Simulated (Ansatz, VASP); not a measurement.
# C in VASP and in Ansatz

```xyz
12
Lattice="2.5173 0.0000 0.0000 0.0000 3.5600 0.0000 0.0000 0.0000 20.2933" Properties=species:S:1:pos:R:3 pbc="T T T"
C     0.0000    0.1060    7.1573
C     1.2587    0.7840    7.1573
C     1.2587    1.8136    8.2174
C     0.0000    2.6364    8.2174
C     0.0000    0.0037    9.5209
C     1.2587    0.8863    9.5209
C     1.2587    1.7837   10.7724
C     0.0000    2.6663   10.7724
C     0.0000    0.0336   12.0759
C     1.2587    0.8564   12.0759
C     1.2587    1.8860   13.1360
C     0.0000    2.5640   13.1360
```

Alike in both runs: functional PBE; k mesh 10 × 8 × 1; occupations gaussian, width 0.03 eV; no spin polarisation.

Ansatz relaxed the structure, and its values are those at the end. VASP's run is a single point on that final structure, the one shown.

|  | VASP | Ansatz |
| --- | --- | --- |
| version | VASP 6.6.1 | Ansatz 0.2.0 |
| potentials or method | VASP PAW PBE potentials, release 64 (C), cutoff 520 eV | scalar-relativistic, plane waves, PAW |
| valence electrons in the cell | 48 | 48 |

Ansatz gave:

```
gap on the k mesh at the Fermi level (eV) : none
rms of the force components (eV/Å)        : 0.000
```

Task: Which values does VASP return?

Result: gap on the k mesh at the Fermi level (eV): none; rms of the force components (eV/Å): 0.013.

A gap of «none» marks a metal or a gap that the smearing closes. With one functional, cell and mesh, what is left measures potentials, basis and numerics. Ansatz's warnings: xc potential rough in thin density.
